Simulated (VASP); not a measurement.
Re: single point with LDA

The system is Re.

```
CELL_PARAMETERS angstrom
0.00000 1.92822 1.92822
1.92822 0.00000 1.92822
1.92822 1.92822 0.00000
ATOMIC_POSITIONS crystal
Re 0.00000 0.00000 0.00000
```

```json
{
  "Program": "VASP 6.6.1",
  "Task": "single point",
  "Functional": "LDA",
  "Potentials or basis": "VASP PAW LDA potentials, release 64 (Re)",
  "Cutoff": "520 eV",
  "k mesh": "11 × 11 × 11",
  "Occupations": "methfessel-paxton, width 0.1 eV",
  "Spin": "no spin polarisation"
}
```

```
Pressure : 2.4 GPa
```

Levels at points of the mesh, in eV from the Fermi level:
```csv
k point,band 1,band 2,band 3,band 4,band 5,band 6,band 7,band 8,band 9
"(0.00, 0.00, 0.00)",-10.25,-2.02,-2.02,-2.02,1.29,1.29,13.98,19.74,19.74
```

It took 3.5 s on 1 thread of Intel(R) Xeon(R) 6975P-C (Granite Rapids) (shared host), peak memory 0.12 GiB.

Caveat: spin-orbit coupling is left out, which moves the levels of the heavy elements.
